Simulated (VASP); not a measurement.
**TiTe2: relaxation of shape and atoms at fixed volume with PBE**

The system is TiTe2.

```
Ti Te
1.0
     3.70754    0.00000    0.00000
    -1.85377    3.21082    0.00000
     0.00000    0.00000    6.55116
Ti Te
1 2
Direct
  0.00000 0.00000 0.00000
  0.66667 0.33333 0.26105
  0.33333 0.66667 0.73895
```

```
Program                : VASP 6.6.1
Task                   : relaxation of shape and atoms at fixed volume
Functional             : PBE
Potentials or basis    : VASP PAW PBE potentials, release 64 (Ti_sv, Te)
Cutoff                 : 500 eV
k mesh                 : 15 × 15 × 8
Occupations            : gaussian, width 0.1 eV
Spin                   : no spin polarisation
Dipole correction      : no
Further INCAR settings : ALGO = Normal; EDIFF = 1e-07; IBRION = 2; EDIFFG = -0.01; NSW = 50; ISIF = 4
```

The energy gained by relaxing is 3.4 meV/atom. The ionic steps are 5. The pressure after relaxing is 1.9 GPa. The largest force after relaxing is 0.006 eV/Å. The band gap on the k mesh is zero (bands 12 and 13 overlap by 0.75 eV).

Forces on the atoms (eV/Å):
```
Ti   0.000  0.000  0.000
Te   0.000  0.000 -0.006
Te   0.000  0.000  0.006
```

The path:
| step | energy change (eV) | largest force (eV/Å) | pressure (GPa) | volume (Å³) |
| --- | --- | --- | --- | --- |
| 1 | 0.0000 | 0.3013 | 3.20 | 77.99 |
| 2 | -0.0065 | 0.1490 | 2.65 | 77.99 |
| 3 | -0.0084 | 0.0045 | 2.14 | 77.99 |
| 4 | -0.0096 | 0.0008 | 2.06 | 77.99 |
| 5 | -0.0103 | 0.0062 | 1.94 | 77.99 |

Final structure:
```
CELL_PARAMETERS angstrom
3.72462 0.00000 0.00000
-1.86231 3.22562 0.00000
0.00000 0.00000 6.49119
ATOMIC_POSITIONS crystal
Ti 0.00000 0.00000 0.00000
Te 0.66667 0.33333 0.26665
Te 0.33333 0.66667 0.73335
```

Levels at points of the mesh, in eV from the Fermi level:
```tsv
k point	band 9	band 10	band 11	band 12	band 13	band 14	band 15	band 16
(0.00, 0.00, 0.00)	-1.61	0.25	0.41	0.41	0.53	1.19	1.19	3.08
(0.00, 0.00, 0.50)	-1.54	-1.54	0.40	0.40	0.84	0.84	1.01	3.55
```

Run time: 18 min on 1 thread of Oxide Virtual Turin-like Processor (shared host), peak memory 0.34 GiB.

Caveat: spin-orbit coupling is left out, which moves the levels of the heavy elements; this functional lacks dispersion, which binds layers or chains, so the pressure and a relaxed spacing across them are unreliable.
